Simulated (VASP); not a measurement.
# W (P6_3/mmc) in VASP: single point with PBE

Aim: the single point of W with PBE.

Everything below comes from runs of VASP 6.6.1. Logs are shortened: lines on timing, memory, paths and dates and some standing lists are left out, and cuts for length are marked.

### Step 1. The cell of the first run

Symmetry: P6_3/mmc, No. 194, hexagonal system. The conventional cell has a = 2.605 Å, b = 2.605 Å, c = 4.489 Å, α = 90.00°, β = 90.00°, γ = 120.00°. Within 3.4 Å of W (site symmetry -6m2) lie 12 W at 2.61 to 2.70 Å.

### Step 2. Single point, PBE

INCAR

```
SYSTEM = W
PREC = Accurate
ENCUT = 520
EDIFF = 1E-6
ISMEAR = -1
SIGMA = 0.08
LREAL = .FALSE.
LASPH = .TRUE.
NELM = 80
ALGO = Normal
ISIF = 2
LWAVE = .FALSE.
LCHARG = .FALSE.
GGA = PE
NBANDS = 21
```

KPOINTS

```
Automatic mesh
0
G
  17 17 9
  0 0 0
```

POSCAR

```
W
1.0
    2.6050486707      0.0000000000      0.0000000000
   -1.3025243353      2.2560383269      0.0000000000
    0.0000000000      0.0000000000      4.4893626185
W
2
Direct
    0.3333333333      0.6666666667      0.2500000000
    0.6666666667      0.3333333333      0.7500000000
```

Potentials or basis: VASP PAW PBE potentials, release 64 (W_sv).

The run is started by

```bash
$ cat potpaw_PBE.64/W_sv/POTCAR > POTCAR
$ mpirun -np 1 vasp_std > vasp.out
```

OUTCAR:

```text
SYSTEM = W
   PREC = Accurate
   ENCUT = 520
   EDIFF = 1E-6
   ISMEAR = -1
   LREAL = .FALSE.
   LASPH = .TRUE.
   NELM = 80
   ISIF = 2
   GGA = PE

 ion  position               nearest neighbor table
   1  0.333  0.667  0.250-   2 2.70   2 2.70   2 2.70   2 2.70   2 2.70   2 2.70
   2  0.667  0.333  0.750-   1 2.70   1 2.70   1 2.70   1 2.70   1 2.70   1 2.70

  LATTYP: Found a hexagonal cell.
 ALAT       =     2.6050486707
 C/A-ratio  =     1.7233315711

  Lattice vectors:

 A1 = (   2.6050486707,   0.0000000000,   0.0000000000)
 A2 = (  -1.3025243353,   2.2560383269,   0.0000000000)
 A3 = (   0.0000000000,   0.0000000000,   4.4893626185)

Analysis of symmetry for initial positions (statically):
=====================================================================
 Subroutine PRICEL returns:
 Original cell was already a primitive cell.

 Routine SETGRP: Setting up the symmetry group for a
 hexagonal supercell.

 Subroutine GETGRP returns: Found 24 space group operations
 (whereof 12 operations were pure point group operations)
 out of a pool of 24 trial point group operations.

The static configuration has the point symmetry D_3d.
 The point group associated with its full space group is D_6h.

Analysis of symmetry for dynamics (positions and initial velocities):
=====================================================================
 Subroutine PRICEL returns:
 Original cell was already a primitive cell.

 Routine SETGRP: Setting up the symmetry group for a
 hexagonal supercell.

 Subroutine GETGRP returns: Found 24 space group operations
 (whereof 12 operations were pure point group operations)
 out of a pool of 24 trial point group operations.

The dynamic configuration has the point symmetry D_3d.
 The point group associated with its full space group is D_6h.

 Subroutine INISYM returns: Found 24 space group operations
 (whereof 12 operations are pure point group operations),
 and found     1 'primitive' translations

----------------------------------------------------------------------------------------

                                     Primitive cell

  volume of cell :      26.3844

  direct lattice vectors                    reciprocal lattice vectors
     2.605048671  0.000000000  0.000000000     0.383869987  0.221627440  0.000000000
    -1.302524335  2.256038327  0.000000000     0.000000000  0.443254881  0.000000000
     0.000000000  0.000000000  4.489362619     0.000000000  0.000000000  0.222748770

  length of vectors
     2.605048671  2.605048671  4.489362619     0.443254881  0.443254881  0.222748770

  position of ions in fractional coordinates (direct lattice)
     0.333333333  0.666666667  0.250000000
     0.666666667  0.333333333  0.750000000

  ion indices of the primitive-cell ions
   primitive index   ion index
                 1           1
                 2           2

----------------------------------------------------------------------------------------

 KPOINTS: Automatic mesh

Automatic generation of k-mesh.
 Grid dimensions read from file:
 generate k-points for:   17   17    9

 Generating k-lattice:

  Cartesian coordinates                     Fractional coordinates (reciprocal lattice)
     0.022580587  0.013036908  0.000000000     0.058823529  0.000000000  0.000000000
     0.000000000  0.026073817  0.000000000     0.000000000  0.058823529  0.000000000
     0.000000000  0.000000000  0.024749863     0.000000000  0.000000000  0.111111111

  Length of vectors
     0.026073817  0.026073817  0.024749863

  Shift w.r.t. Gamma in fractional coordinates (k-lattice)
     0.000000000  0.000000000  0.000000000

 Subroutine IBZKPT returns following result:
 ===========================================

 Found    165 irreducible k-points:

 Following reciprocal coordinates:
            Coordinates               Weight
  0.000000  0.000000  0.000000      1.000000
  0.058824 -0.000000  0.000000      6.000000
  0.117647 -0.000000  0.000000      6.000000
  0.176471 -0.000000  0.000000      6.000000
  0.235294 -0.000000  0.000000      6.000000
  0.294118 -0.000000  0.000000      6.000000
[... 16 lines left out ...]
  0.411765  0.117647  0.000000     12.000000
  0.176471  0.176471  0.000000      6.000000
 [... further k-points ...]
   k-points           NKPTS =    165   k-points in BZ     NKDIM =    165   number of bands    NBANDS=     21
   number of dos      NEDOS =    301   number of ions     NIONS =      2
   total plane-waves  NPLWV =  14400
   dimension x,y,z NGX =    20 NGY =   20 NGZ =   36
   dimension x,y,z NGXF=    40 NGYF=   40 NGZF=   72
   ions per type =               2
   NGX,Y,Z   is equivalent  to a cutoff of  12.76, 12.76, 13.33 a.u.
   NGXF,Y,Z  is equivalent  to a cutoff of  25.53, 25.53, 26.66 a.u.
 SYSTEM =  W
   PREC   = accura    normal or accurate (medium, high low for compatibility)
   ISTART =      0    job   : 0-new  1-cont  2-samecut
   ICHARG =      2    charge: 1-file 2-atom 10-const
   ISPIN  =      1    spin polarized calculation?
   LNONCOLLINEAR =      F non collinear calculations
   LSORBIT =      F    spin-orbit coupling
   LASPH  =      T    aspherical Exc in radial PAW
   ENCUT  =  520.0 eV  38.22 Ry    6.18 a.u.   4.84  4.84  8.35*2*pi/ulx,y,z
   NELM   =     80;   NELMIN=  2; NELMDL= -5     # of ELM steps
   EDIFF  = 0.1E-05   stopping-criterion for ELM
   LREAL  =      F    real-space projection
   EDIFFG = 0.1E-04   stopping-criterion for IOM
   NSW    =      0    number of steps for IOM
   IBRION =     -1    ionic relax: 0-MD 1-quasi-New 2-CG
   NFREE  =      0    steps in history (QN), initial steepest desc. (CG)
   ISIF   =      2    stress and relaxation
   ISYM   =      2    0-nonsym 1-usesym 2-fastsym
   POTIM  = 0.5000    time-step for ionic-motion
   TEBEG  =    0.0;   TEEND  =   0.0 temperature during run
   PSTRESS=    0.0 pullay stress
   NELECT =      28.0000    total number of electrons
   NUPDOWN=      -1.0000    fix difference up-down
   EMIN   =  10.00;   EMAX   =-10.00  energy-range for DOS
   EFERMI =   0.00;   METHOD = LEGACY
   ISMEAR =    -1;   SIGMA  =   0.08  broadening in eV -4-tet -1-fermi 0-gaus
   EFERMI_NEDOS =   21; number of points for ismear=-14 and -15
   IALGO  =     38    algorithm
   IMIX   =      4    mixing-type and parameters
     AMIX     =   0.40;   BMIX     =  1.00
     AMIX_MAG =   1.60;   BMIX_MAG =  1.00
  volume/ion in A,a.u.               =      13.19        89.03
  Fermi-wavevector in a.u.,A,eV,Ry     =   1.669854  3.155567 37.938655  2.788412
  Thomas-Fermi vector in A             =   2.755454
   LORBIT       =      0    0 simple, 1 ext, 2 COOP (PROOUT), +10 PAW based schemes
   GGA     = PE    functional components
   LHFCALC =     F    Hartree Fock is set to
   AEXX    =    0.0000 exact exchange contribution
   IVDW    =     0    specifies the selected vdW correction
   LEPSILON=     F    determine dielectric tensor
   LRPA    =     F    only Hartree local field effects (RPA)
 non-spin polarized calculation
  energy-cutoff  :      520.00
  volume of cell :       26.38
 maximum number of plane-waves:       724
 NGX is ok and might be reduce to    20
   NGX =  9   NGY =  9   NGZ = 17

 number of electron      27.9999999 magnetization

 Free energy of the ion-electron system (eV)
  ---------------------------------------------------
  ext. energy  EPLUGINS =         0.00000000
  ---------------------------------------------------
  free energy    TOTEN  =       -23.20675977 eV

  energy without entropy =      -23.16763938  energy(sigma->0) =      -23.18719957

 E-fermi :  13.8808     XC(G=0): -14.6944

 val. band max:       13.8803184811   @ k =   0.4118   0.1176   0.0000
 cond. band min:      13.8827248436   @ k =   0.4706   0.0588   0.1111
 fundamental gap:      0.0024063625
 Fermi energy:        13.8808353925

 k-point     1 :       0.0000    0.0000    0.0000
  band No.  band energies     occupation
      1     -59.6028      2.00000
      2     -59.3801      2.00000
      3     -25.0257      2.00000
      4     -22.9553      2.00000
      5     -22.9322      2.00000
      6     -22.9322      2.00000
[... 13 lines left out ...]
     20      19.3975      0.00000
     21      26.0375      0.00000

 k-point     2 :       0.0588   -0.0000    0.0000
  band No.  band energies     occupation
      1     -59.5936      2.00000
      2     -59.3741      2.00000
      3     -25.0007      2.00000
      4     -23.0089      2.00000
      5     -22.9606      2.00000
      6     -22.9538      2.00000
[... 13 lines left out ...]
     20      20.0170      0.00000
     21      26.1115      0.00000

 k-point     3 :       0.1176   -0.0000    0.0000
  band No.  band energies     occupation
      1     -59.5670      2.00000
      2     -59.3572      2.00000
      3     -24.9276      2.00000
      4     -23.2266      2.00000
      5     -23.0143      2.00000
      6     -23.0067      2.00000
[... 13 lines left out ...]
     20      21.3344      0.00000
     21      26.1634      0.00000

 k-point     4 :       0.1765   -0.0000    0.0000
  band No.  band energies     occupation
      1     -59.5260      2.00000
      2     -59.3320      2.00000
      3     -24.8113      2.00000
      4     -23.5503      2.00000
      5     -23.3266      2.00000
      6     -23.1029      2.00000
[... 13 lines left out ...]
     20      22.8338      0.00000
     21      25.9533      0.00000

 k-point     5 :       0.2353   -0.0000    0.0000
  band No.  band energies     occupation
      1     -59.4753      2.00000
      2     -59.3024      2.00000
      3     -24.6604      2.00000
      4     -23.9306      2.00000
      5     -23.6933      2.00000
      6     -23.2056      2.00000
[... 13 lines left out ...]
     20      24.3069      0.00000
     21      25.4897      0.00000
[... 382 lines left out ...]
     20      25.2180      0.00000
     21      27.7557      0.00000

 k-point    22 :       0.3529    0.1176    0.0000
  band No.  band energies     occupation
      1     -59.3147      2.00000
      2     -59.2300      2.00000
      3     -24.8237      2.00000
      4     -24.5464      2.00000
      5     -24.0922      2.00000
      6     -23.6209      2.00000
[... 13 lines left out ...]
     20      25.9785      0.00000
     21      26.7276      0.00000

 k-point    23 :       0.4118    0.1176    0.0000
  band No.  band energies     occupation
      1     -59.2910      2.00000
      2     -59.2251      2.00000
      3     -24.9401      2.00000
      4     -24.6391      2.00000
      5     -23.9834      2.00000
      6     -23.6724      2.00000
[... 13 lines left out ...]
     20      25.1519      0.00000
     21      26.5326      0.00000

 k-point    24 :       0.1765    0.1765    0.0000
  band No.  band energies     occupation
      1     -59.4084      2.00000
      2     -59.2671      2.00000
      3     -24.4463      2.00000
      4     -24.1682      2.00000
      5     -24.1615      2.00000
      6     -23.3852      2.00000
[... 13 lines left out ...]
     20      25.1866      0.00000
     21      26.6934      0.00000

 [... further k-points ...]
[... 5 lines left out ...]
  --------------------------------------------------------------------------------------
  -------------------------------------------------------------------------------------
  Total       16.3514844     16.3514844     16.3160728      0.0000000     -0.0000000      0.0000000
  in kB      992.9348778    992.9348778    990.7845292      0.0000000     -0.0000000      0.0000000
  external PRESSURE =     992.2180950 kB  Pullay stress =       0.0000000 kB

 VOLUME and BASIS-vectors are now :
 -----------------------------------------------------------------------------
  energy-cutoff  :      520.00
  volume of cell :       26.38
      direct lattice vectors                 reciprocal lattice vectors
     2.605048671  0.000000000  0.000000000     0.383869987  0.221627440  0.000000000
    -1.302524335  2.256038327  0.000000000     0.000000000  0.443254881  0.000000000
     0.000000000  0.000000000  4.489362619     0.000000000  0.000000000  0.222748770

 POSITION                                       TOTAL-FORCE (eV/Angst)
 -----------------------------------------------------------------------------------
     -0.00000      1.50403      1.12234        -0.000000      0.000000      0.000000
      1.30252      0.75201      3.36702         0.000000     -0.000000      0.000000
 -----------------------------------------------------------------------------------
    total drift:                               -0.000000      0.000000     -0.000000

  FREE ENERGIE OF THE ION-ELECTRON SYSTEM (eV)
  ---------------------------------------------------
  free  energy   TOTEN  =       -23.2067597662 eV

  energy  without entropy=      -23.1676393833  energy(sigma->0) =      -23.18719957
```

Run time: 60 s. Hardware: 1 thread of Intel Xeon 6975P-C, shared host; peak memory 0.19 GiB.

What came out:

| Property | Result |
| --- | --- |
| Free energy | -23.2068 eV |
| Pressure | 99.2 GPa |
| Band gap on the k mesh | zero (band 14 reaches 15.39 eV, above the bottom of band 15 at 13.11 eV) |

Stress tensor (GPa, compression positive):
```
99.29  0.00  0.00
 0.00 99.29  0.00
 0.00  0.00 99.08
```

Levels at points of the mesh, in eV from the Fermi level:
```
           k point  band 10  band 11  band 12  band 13  band 14  band 15  band 16  band 17  band 18  band 19
(0.00, 0.00, 0.00)    -7.05    -1.93    -0.86    -0.86     0.05     0.05     0.84     2.11     2.11     5.52
```

Caveat: spin-orbit coupling is left out, which moves the levels of the heavy elements.
